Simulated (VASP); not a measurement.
# Ru (P6_3/mmc) in VASP: a series of runs

Runs on Ru. Level: PBEsol. Tasks: single point.

Everything below comes from runs of VASP 6.6.1. Logs are shortened: lines on timing, memory, paths and dates and some standing lists are left out, and cuts for length are marked.

## 1. The cell of the first run

The structure is hexagonal, space group P6_3/mmc (No. 194). Conventional cell: a = 2.555 Å, b = 2.555 Å, c = 4.039 Å, α = 90.00°, β = 90.00°, γ = 120.00°. Within 3.3 Å of Ru (site symmetry -6m2) lie 12 Ru at 2.50 to 2.56 Å.

## 2. Single point, PBEsol (strain -0.050 along x and y, -0.050 along z)

File INCAR:

```
ALGO = Fast
EDIFF = 1E-7
ENCUT = 520
GGA = PS
ISIF = 2
ISMEAR = 0
LASPH = T
LCHARG = T
LELF = T
LREAL = F
LVHAR = T
LWAVE = F
NBANDS = 21
NELM = 100
PREC = Accurate
SIGMA = 0.15
```

File KPOINTS:

```
k-points
0
Gamma
  24 24 14
```

File POSCAR:

```
Ru
1.0
    2.5550477996      0.0000000000      0.0000000000
   -1.2775238998      2.2127363023      0.0000000000
    0.0000000000      0.0000000000      4.0393249033
Ru
2
Direct
    0.3333333333      0.6666666667      0.2500000000
    0.6666666667      0.3333333333      0.7500000000
```

Potentials or basis: VASP PAW PBE potentials, release 64 (Ru_pv).

Command:

```
> cat potpaw_PBE.64/Ru_pv/POTCAR > POTCAR
> mpirun -np 1 vasp_std > vasp.out
```

OUTCAR:

```text
EDIFF = 1E-7
   ENCUT = 520
   GGA = PS
   ISIF = 2
   ISMEAR = 0
   LASPH = T
   LREAL = F
   NELM = 100
   PREC = Accurate

 ion  position               nearest neighbor table
   1  0.333  0.667  0.250-   2 2.50   2 2.50   2 2.50   2 2.50   2 2.50   2 2.50
   2  0.667  0.333  0.750-   1 2.50   1 2.50   1 2.50   1 2.50   1 2.50   1 2.50

  LATTYP: Found a hexagonal cell.
 ALAT       =     2.5550477996
 C/A-ratio  =     1.5809195053

  Lattice vectors:

 A1 = (   2.5550477996,   0.0000000000,   0.0000000000)
 A2 = (  -1.2775238998,   2.2127363023,   0.0000000000)
 A3 = (   0.0000000000,   0.0000000000,   4.0393249033)

Analysis of symmetry for initial positions (statically):
=====================================================================
 Subroutine PRICEL returns:
 Original cell was already a primitive cell.

 Routine SETGRP: Setting up the symmetry group for a
 hexagonal supercell.

 Subroutine GETGRP returns: Found 24 space group operations
 (whereof 12 operations were pure point group operations)
 out of a pool of 24 trial point group operations.

The static configuration has the point symmetry D_3d.
 The point group associated with its full space group is D_6h.

Analysis of symmetry for dynamics (positions and initial velocities):
=====================================================================
 Subroutine PRICEL returns:
 Original cell was already a primitive cell.

 Routine SETGRP: Setting up the symmetry group for a
 hexagonal supercell.

 Subroutine GETGRP returns: Found 24 space group operations
 (whereof 12 operations were pure point group operations)
 out of a pool of 24 trial point group operations.

The dynamic configuration has the point symmetry D_3d.
 The point group associated with its full space group is D_6h.

 Subroutine INISYM returns: Found 24 space group operations
 (whereof 12 operations are pure point group operations),
 and found     1 'primitive' translations

----------------------------------------------------------------------------------------

                                     Primitive cell

  volume of cell :      22.8369

  direct lattice vectors                    reciprocal lattice vectors
     2.555047800  0.000000000  0.000000000     0.391382110  0.225964567  0.000000000
    -1.277523900  2.212736302  0.000000000     0.000000000  0.451929134  0.000000000
     0.000000000  0.000000000  4.039324903     0.000000000  0.000000000  0.247566122

  length of vectors
     2.555047800  2.555047800  4.039324903     0.451929134  0.451929134  0.247566122

  position of ions in fractional coordinates (direct lattice)
     0.333333333  0.666666667  0.250000000
     0.666666667  0.333333333  0.750000000

  ion indices of the primitive-cell ions
   primitive index   ion index
                 1           1
                 2           2

----------------------------------------------------------------------------------------

 KPOINTS: k-points

Automatic generation of k-mesh.
 Grid dimensions read from file:
 generate k-points for:   24   24   14

 Generating k-lattice:

  Cartesian coordinates                     Fractional coordinates (reciprocal lattice)
     0.016307588  0.009415190  0.000000000     0.041666667  0.000000000  0.000000000
     0.000000000  0.018830381  0.000000000     0.000000000  0.041666667  0.000000000
     0.000000000  0.000000000  0.017683294     0.000000000  0.000000000  0.071428571

  Length of vectors
     0.018830381  0.018830381  0.017683294

  Shift w.r.t. Gamma in fractional coordinates (k-lattice)
     0.000000000  0.000000000  0.000000000

 Subroutine IBZKPT returns following result:
 ===========================================

 Found    488 irreducible k-points:

 Following reciprocal coordinates:
            Coordinates               Weight
  0.000000  0.000000  0.000000      1.000000
  0.041667 -0.000000  0.000000      6.000000
  0.083333 -0.000000  0.000000      6.000000
  0.125000 -0.000000  0.000000      6.000000
  0.166667 -0.000000  0.000000      6.000000
[... 48 lines left out ...]
      6     -26.2914      2.00000
[... 13 lines left out ...]
     20      26.2609      0.00000
     21      28.7255      0.00000

 k-point     2 :       0.0417   -0.0000    0.0000
  band No.  band energies     occupation
      1     -28.2864      2.00000
      2     -26.6849      2.00000
      3     -26.6695      2.00000
      4     -26.3962      2.00000
      5     -26.3749      2.00000
      6     -26.2961      2.00000
[... 13 lines left out ...]
     20      26.2608      0.00000
     21      28.7210      0.00000

 k-point     3 :       0.0833   -0.0000    0.0000
  band No.  band energies     occupation
      1     -28.2557      2.00000
      2     -26.7529      2.00000
      3     -26.6921      2.00000
      4     -26.4664      2.00000
      5     -26.3834      2.00000
      6     -26.3104      2.00000
[... 13 lines left out ...]
     20      26.2608      0.00000
     21      28.6974      0.00000

 k-point     4 :       0.1250   -0.0000    0.0000
  band No.  band energies     occupation
      1     -28.2057      2.00000
      2     -26.8607      2.00000
      3     -26.7272      2.00000
      4     -26.5764      2.00000
      5     -26.3977      2.00000
      6     -26.3342      2.00000
[... 13 lines left out ...]
     20      26.2608      0.00000
     21      28.6339      0.00000

 k-point     5 :       0.1667   -0.0000    0.0000
  band No.  band energies     occupation
      1     -28.1380      2.00000
      2     -27.0009      2.00000
      3     -26.7719      2.00000
      4     -26.7169      2.00000
      5     -26.4171      2.00000
      6     -26.3678      2.00000
[... 13 lines left out ...]
     20      26.2607      0.00000
     21      28.5171      0.00000
[... 382 lines left out ...]
     20      28.0353      0.00000
     21      29.1876      0.00000

 k-point    22 :       0.3750    0.0417    0.0000
  band No.  band energies     occupation
      1     -27.8569      2.00000
      2     -27.5856      2.00000
      3     -27.5284      2.00000
      4     -27.0401      2.00000
      5     -26.7025      2.00000
      6     -26.5669      2.00000
[... 13 lines left out ...]
     20      28.6929      0.00000
     21      28.9466      0.00000

 k-point    23 :       0.4167    0.0417    0.0000
  band No.  band energies     occupation
      1     -27.9412      2.00000
      2     -27.6024      2.00000
      3     -27.5015      2.00000
      4     -27.0667      2.00000
      5     -26.7648      2.00000
      6     -26.5817      2.00000
[... 13 lines left out ...]
     20      26.2596      0.00000
     21      28.7518      0.00000

 k-point    24 :       0.4583    0.0417    0.0000
  band No.  band energies     occupation
      1     -27.9848      2.00000
      2     -27.6405      2.00000
      3     -27.4515      2.00000
      4     -27.0803      2.00000
      5     -26.8035      2.00000
      6     -26.5894      2.00000
[... 13 lines left out ...]
     20      26.2585      0.00000
     21      28.9153      0.00000

 [... further k-points ...]

------------------------ aborting loop because EDIFF is reached ----------------------------------------

  FORCE on cell =-STRESS in cart. coord.  units (eV):
  Direction    XX          YY          ZZ          XY          YZ          ZX
  --------------------------------------------------------------------------------------
  -------------------------------------------------------------------------------------
  Total       10.8850731     10.8850731     11.4186480     -0.0000000      0.0000000      0.0000000
  in kB      763.6677605    763.6677605    801.1019540     -0.0000000      0.0000000      0.0000000
  external PRESSURE =     776.1458250 kB  Pullay stress =       0.0000000 kB

 VOLUME and BASIS-vectors are now :
 -----------------------------------------------------------------------------
  energy-cutoff  :      520.00
  volume of cell :       22.84
      direct lattice vectors                 reciprocal lattice vectors
     2.555047800  0.000000000  0.000000000     0.391382110  0.225964567  0.000000000
    -1.277523900  2.212736302  0.000000000     0.000000000  0.451929134  0.000000000
     0.000000000  0.000000000  4.039324903     0.000000000  0.000000000  0.247566122

 POSITION                                       TOTAL-FORCE (eV/Angst)
 -----------------------------------------------------------------------------------
     -0.00000      1.47516      1.00983         0.000000     -0.000000      0.000000
      1.27752      0.73758      3.02949        -0.000000      0.000000      0.000000
 -----------------------------------------------------------------------------------
    total drift:                               -0.000000      0.000000     -0.000000

  FREE ENERGIE OF THE ION-ELECTRON SYSTEM (eV)
  ---------------------------------------------------
  free  energy   TOTEN  =       -19.5516470154 eV

  energy  without entropy=      -19.5354141197  energy(sigma->0) =      -19.54353057
```

It took 1.7 min on 1 thread of Intel Xeon 6975P-C (Granite Rapids), shared host; peak memory 0.28 GiB.

Results:

```yaml
Free_energy: -19.5516 eV
Pressure: 77.6 GPa
Band_gap_on_the_k_mesh: zero (band 14 reaches 18.30 eV, above the bottom of band 15 at 14.10 eV)
```

Levels at points of the mesh, in eV from the Fermi level:
```csv
k point,band 11,band 12,band 13,band 14,band 15,band 16,band 17,band 18
"(0.00, 0.00, 0.00)",-3.16,-2.51,-2.51,-1.83,-1.83,1.51,1.51,1.56
"(0.50, 0.00, 0.00)",-2.60,-2.09,-1.91,1.90,2.46,2.57,5.14,7.51
"(0.00, 0.00, 0.50)",-3.62,-3.62,-3.29,-3.29,0.73,0.73,0.73,0.73
"(0.50, 0.00, 0.50)",-1.41,-1.41,0.58,0.58,2.24,2.24,4.17,4.17
```

Caveat: the cell differs from its parent crystal (strain -0.050 along x and y, -0.050 along z); the PAW data sets were made with another functional, which shifts forces and pressure a little.

## 3. Single point, PBEsol (strain -0.050 along x and y, -0.025 along z)

File INCAR:

```
PREC     = Accurate       # precision mode
ENCUT    = 520            # plane-wave cutoff, eV
EDIFF    = 1E-6           # SCF threshold, eV
ISMEAR   = 0              # smearing method
SIGMA    = 0.15           # smearing width, eV
LREAL    = F              # projectors in reciprocal space
LASPH    = T              # aspherical terms in the spheres
NELM     = 60             # most SCF steps
ALGO     = Fast           # electronic algorithm
ISIF     = 2              # what is computed and relaxed
LWAVE    = F              # write WAVECAR
LCHARG   = T              # write CHGCAR
GGA      = PS             # functional
LELF     = T              # ELF
LVHAR    = T            
NBANDS   = 21             # bands
```

File KPOINTS:

```
regular mesh
0
Gamma
  24 24 14
```

POSCAR, as its differences from that of step 2:

```diff
@@ -4,3 +4,3 @@
    -1.2775238998      2.2127363023      0.0000000000
-    0.0000000000      0.0000000000      4.0393249033
+    0.0000000000      0.0000000000      4.1456229270
 Ru
```

Potentials or basis: VASP PAW PBE potentials, release 64 (Ru_pv).

Command:

```
> cat potpaw_PBE.64/Ru_pv/POTCAR > POTCAR
> mpirun -np 1 vasp_std > vasp.out
```

Wall time 98 s (1 thread of Intel Xeon 6975P-C (Granite Rapids), shared host); peak memory 0.28 GiB.

The run converged. Its results:

| Item | Value |
| --- | --- |
| Free energy | -19.7932 eV |
| Pressure | 60.4 GPa |
| Band gap on the k mesh | zero (band 14 reaches 17.82 eV, above the bottom of band 15 at 13.65 eV) |

Stress tensor (GPa, compression positive):
```
65.98  0.00  0.00
 0.00 65.98  0.00
 0.00  0.00 49.36
```

Levels at points of the mesh, in eV from the Fermi level:
| k point | band 10 | band 11 | band 12 | band 13 | band 14 | band 15 | band 16 | band 17 | band 18 | band 19 |
| --- | --- | --- | --- | --- | --- | --- | --- | --- | --- | --- |
| (0.00, 0.00, 0.00) | -3.25 | -3.25 | -2.45 | -2.45 | -1.51 | -1.51 | 1.15 | 1.48 | 1.48 | 10.12 |
| (0.50, 0.00, 0.00) | -3.57 | -2.72 | -2.01 | -1.96 | 2.02 | 2.33 | 2.49 | 5.03 | 7.35 | 10.13 |
| (0.00, 0.00, 0.50) | -3.39 | -3.37 | -3.37 | -3.37 | -3.37 | 0.69 | 0.69 | 0.69 | 0.69 | 10.13 |
| (0.50, 0.00, 0.50) | -5.76 | -1.24 | -1.24 | 0.56 | 0.56 | 2.30 | 2.30 | 4.06 | 4.06 | 10.12 |

Caveat: the cell differs from its parent crystal (strain -0.050 along x and y, -0.025 along z); the PAW data sets were made with another functional, which shifts forces and pressure a little.

## 4. Single point, PBEsol (strain -0.050 along x and y, +0.000 along z)

File INCAR:

```
SYSTEM = Ru
PREC = Accurate
ENCUT = 520
EDIFF = 1E-6
ISMEAR = 0
SIGMA = 0.15
LREAL = .FALSE.
LASPH = .TRUE.
NELM = 80
ALGO = Fast
ISIF = 2
LWAVE = .FALSE.
LCHARG = .TRUE.
GGA = PS
LELF = .TRUE.
LVHAR = .TRUE.
NBANDS = 21
```

File KPOINTS:

```
Automatic mesh
0
G
  24 24 14
  0 0 0
```

POSCAR, as its differences from that of step 3:

```diff
@@ -4,3 +4,3 @@
    -1.2775238998      2.2127363023      0.0000000000
-    0.0000000000      0.0000000000      4.1456229270
+    0.0000000000      0.0000000000      4.2519209508
 Ru
```

Command:

```
> cat potpaw_PBE.64/Ru_pv/POTCAR > POTCAR
> mpirun -np 1 vasp_std > vasp.out
```

It took 1.7 min on 1 thread of Intel Xeon 6975P-C (Granite Rapids), shared host; peak memory 0.28 GiB.

Results (log left out):

```yaml
Free_energy: -19.9289 eV
Pressure: 46.2 GPa
Band_gap_on_the_k_mesh: zero (band 14 reaches 17.26 eV, above the bottom of band 15 at 13.40 eV)
```

Stress tensor (GPa, compression positive):
```
57.52  0.00  0.00
 0.00 57.52  0.00
 0.00  0.00 23.41
```

Levels at points of the mesh, in eV from the Fermi level:
```
           k point  band 10  band 11  band 12  band 13  band 14  band 15  band 16  band 17  band 18  band 19
(0.00, 0.00, 0.00)    -3.10    -3.10    -2.40    -2.40    -1.22    -1.22     0.79     1.44     1.44    10.14
(0.50, 0.00, 0.00)    -3.22    -2.83    -2.08    -1.84     2.11     2.13     2.52     4.91     7.19    10.15
(0.00, 0.00, 0.50)    -3.47    -3.16    -3.16    -3.16    -3.16     0.67     0.67     0.67     0.67    10.16
(0.50, 0.00, 0.50)    -5.66    -1.08    -1.08     0.54     0.54     2.36     2.36     3.94     3.94    10.15
```

Caveat: the cell differs from its parent crystal (strain -0.050 along x and y, +0.000 along z); the PAW data sets were made with another functional, which shifts forces and pressure a little.

## 5. Single point, PBEsol (strain -0.025 along x and y, -0.050 along z)

File INCAR:

```
ALGO = Fast ; EDIFF = 1E-7
ENCUT = 520 ; GGA = PS
ISIF = 2 ; ISMEAR = 0
LASPH = T ; LCHARG = F
LREAL = F ; LWAVE = F
NBANDS = 21 ; NELM = 100
PREC = Accurate ; SIGMA = 0.15
```

File KPOINTS:

```
k-points
0
Gamma
  24 24 14
```

File POSCAR:

```
Ru
1.0
    2.6222858996      0.0000000000      0.0000000000
   -1.3111429498      2.2709662050      0.0000000000
    0.0000000000      0.0000000000      4.0393249033
Ru
2
Direct
    0.3333333333      0.6666666667      0.2500000000
    0.6666666667      0.3333333333      0.7500000000
```

Command:

```
> cat potpaw_PBE.64/Ru_pv/POTCAR > POTCAR
> mpirun -np 1 vasp_std > vasp.out
```

Wall time 100 s (1 thread of Intel Xeon 6975P-C (Granite Rapids), shared host); peak memory 0.29 GiB.

The run converged. Its results:

- Free energy: -19.9872 eV
- Pressure: 46.4 GPa
- Band gap on the k mesh: zero (band 14 reaches 16.89 eV, above the bottom of band 15 at 12.96 eV)

Stress tensor (GPa, compression positive):
```
39.90  0.00  0.00
 0.00 39.90  0.00
 0.00  0.00 59.29
```

Levels at points of the mesh, in eV from the Fermi level:
```
           k point  band 12  band 13  band 14  band 15  band 16  band 17
(0.00, 0.00, 0.00)    -2.29    -2.29    -1.93    -1.93     1.39     1.39
(0.50, 0.00, 0.00)    -2.14    -1.64     1.54     2.13     2.49     4.70
(0.00, 0.00, 0.50)    -3.47    -2.97    -2.97     0.70     0.70     0.70
(0.50, 0.00, 0.50)    -1.42     0.50     0.50     1.91     1.91     3.85
```

Caveat: the cell differs from its parent crystal (strain -0.025 along x and y, -0.050 along z); the PAW data sets were made with another functional, which shifts forces and pressure a little.

## 6. Single point, PBEsol (strain -0.050 along x and y, +0.025 along z)

File INCAR:

```
SYSTEM = Ru
PREC = Accurate ; ENCUT = 520
EDIFF = 1E-7 ; ISMEAR = 0
SIGMA = 0.15 ; LREAL = .FALSE.
LASPH = .TRUE. ; NELM = 100
ALGO = Fast ; ISIF = 2
LWAVE = .FALSE. ; LCHARG = .FALSE.
GGA = PS ; NBANDS = 21
```

File KPOINTS:

```
regular mesh
0
G
  24 24 14
  0 0 0
```

File POSCAR:

```
Ru
1.0
    2.5550477996      0.0000000000      0.0000000000
   -1.2775238998      2.2127363023      0.0000000000
    0.0000000000      0.0000000000      4.3582189746
Ru
2
Direct
    0.3333333333      0.6666666667      0.2500000000
    0.6666666667      0.3333333333      0.7500000000
```

Potentials or basis: VASP PAW PBE potentials, release 64 (Ru_pv).

Command:

```
> cat potpaw_PBE.64/Ru_pv/POTCAR > POTCAR
> mpirun -np 1 vasp_std > vasp.out
```

Wall time 1.7 min (1 thread of Intel Xeon 6975P-C (Granite Rapids), shared host); peak memory 0.3 GiB.

Results (log left out):

| Item | Value |
| --- | --- |
| Free energy | -19.9757 eV |
| Pressure | 34.4 GPa |
| Band gap on the k mesh | zero (band 14 reaches 16.61 eV, above the bottom of band 15 at 13.02 eV) |

Stress tensor (GPa, compression positive):
```
50.53  0.00  0.00
 0.00 50.53  0.00
 0.00  0.00  2.02
```

Levels at points of the mesh, in eV from the Fermi level:
```tsv
k point	band 11	band 12	band 13	band 14	band 15	band 16	band 17	band 18
(0.00, 0.00, 0.00)	-2.97	-2.36	-2.36	-0.96	-0.96	0.47	1.41	1.41
(0.50, 0.00, 0.00)	-2.89	-2.14	-1.71	1.90	2.23	2.55	4.79	7.04
(0.00, 0.00, 0.50)	-2.98	-2.98	-2.98	-2.98	0.66	0.66	0.66	0.66
(0.50, 0.00, 0.50)	-0.94	-0.94	0.51	0.51	2.41	2.41	3.83	3.83
```

Caveat: the cell differs from its parent crystal (strain -0.050 along x and y, +0.025 along z); the PAW data sets were made with another functional, which shifts forces and pressure a little.

## 7. Summary

| cell | further INCAR settings | gap on the mesh (eV) | pressure (GPa) |
| --- | --- | --- | --- |
| a = 2.555, b = 2.555, c = 4.039 Å, angles 90.0, 90.0, 120.0°, 2 atoms | ALGO = Fast; EDIFF = 1e-07; NBANDS = 21 | none | 77.6 |
| a = 2.555, b = 2.555, c = 4.146 Å, angles 90.0, 90.0, 120.0°, 2 atoms | ALGO = Fast; EDIFF = 1e-06; NBANDS = 21 | none | 60.4 |
| a = 2.555, b = 2.555, c = 4.252 Å, angles 90.0, 90.0, 120.0°, 2 atoms | ALGO = Fast; EDIFF = 1e-06; NBANDS = 21 | none | 46.2 |
| a = 2.622, b = 2.622, c = 4.039 Å, angles 90.0, 90.0, 120.0°, 2 atoms | ALGO = Fast; EDIFF = 1e-07; NBANDS = 21 | none | 46.4 |
| a = 2.555, b = 2.555, c = 4.358 Å, angles 90.0, 90.0, 120.0°, 2 atoms | ALGO = Fast; EDIFF = 1e-07; NBANDS = 21 | none | 34.4 |

Alike in all rows: task single point; level PBEsol; potentials or basis VASP PAW PBE potentials, release 64 (Ru_pv); no spin polarisation; k mesh 24 × 24 × 14; cutoff (eV) 520; smearing gaussian 0.15 eV.

Caveats: the PAW data sets were made with another functional, which shifts forces and pressure a little.

Total energies depend on the potentials used, so only differences within one code and one set of settings carry meaning.
